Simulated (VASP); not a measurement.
A run of VASP 6.6.1 is set up as follows.

INCAR

```
PREC = Accurate ; ENCUT = 520
EDIFF = 1E-6 ; ISMEAR = 0
SIGMA = 0.15 ; LREAL = False
LASPH = True ; NELM = 80
ALGO = Normal ; ISIF = 2
LWAVE = False ; LCHARG = False
GGA = CA ; NBANDS = 12
```

KPOINTS

```
Automatic mesh
0
Gamma
  22 22 22
```

POSCAR

```
Zn
1.0
   -1.5447620626      1.5447620626      1.5447620626
    1.5447620626     -1.5447620626      1.5447620626
    1.5447620626      1.5447620626     -1.5447620626
Zn
1
Direct
    0.0000000000      0.0000000000      0.0000000000
```

Potentials or basis: VASP PAW LDA potentials, release 64 (Zn).

Run with:

```bash
$ cat potpaw_LDA.64/Zn/POTCAR > POTCAR
$ mpirun -np 1 vasp_std > vasp.out
```

Estimate the pressure.

-5.1 GPa.

Estimate the band gap on the k mesh.

zero (band 6 reaches 7.41 eV, above the bottom of band 7 at 2.23 eV).
